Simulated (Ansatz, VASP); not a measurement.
Sn3As: VASP beside Ansatz

Contents of INCAR:

```
PREC = Accurate
ENCUT = 520
EDIFF = 1E-7
ISMEAR = 0
SIGMA = 0.1
LREAL = F
LASPH = T
NELM = 80
ALGO = Fast
ISIF = 2
LWAVE = F
LCHARG = T
GGA = PE
LELF = T
LVHAR = T
NBANDS = 32
```

KPOINTS

```
regular mesh
0
Gamma
  4 4 4
```

Contents of POSCAR:

```
Sn3As
1.0
    0.0000000000      3.9484394600      3.9484394600
    3.9484394600      0.0000000000      3.9484394600
    3.9484394600      3.9484394600      0.0000000000
Sn As
3 1
Direct
    0.7500000000      0.7500000000      0.7500000000
    0.5000000000      0.5000000000      0.5000000000
    0.2500000000      0.2500000000      0.2500000000
    0.0000000000      0.0000000000      0.0000000000
```

Input for Ansatz:

```yaml
crystal:
  lattice:
    - [0.0, 3.94843946, 3.94843946]
    - [3.94843946, 0.0, 3.94843946]
    - [3.94843946, 3.94843946, 0.0]
  atoms:
    - { symbol: Sn, position: [0.75, 0.75, 0.75] }
    - { symbol: Sn, position: [0.5, 0.5, 0.5] }
    - { symbol: Sn, position: [0.25, 0.25, 0.25] }
    - { symbol: As, position: [0.0, 0.0, 0.0] }
basis:
  ecutwfc: 420
kpoints:
  mp_grid: { grid: [4, 4, 4] }
hamiltonian:
  xc: pbe
scf:
  occupations: { method: gaussian, width: 0.1 }
  lower_state_search: "off"
output:
  forces: true
  stress: true
  eigenvalues: true
```

Alike in both runs: task single point; functional PBE; k mesh 4 × 4 × 4; occupations gaussian, width 0.1 eV; no spin polarisation.

```csv
,VASP,Ansatz
version,VASP 6.6.1,Ansatz 0.2.0
potentials or method,"VASP PAW PBE potentials, release 64 (Sn_d, As), cutoff 520 eV","scalar-relativistic, plane waves, PAW"
valence electrons in the cell,47,57
```

```tsv
	VASP	Ansatz	Ansatz less VASP
gap on the k mesh at the Fermi level (eV)	none	none	-
pressure (GPa)	-7.1	-7.0	+0.03
```

A gap of «none» marks a metal or a gap that the smearing closes. VASP's potentials hold 47 valence electrons a cell and Ansatz's 57, so a difference there can come from the potentials and not from the codes.
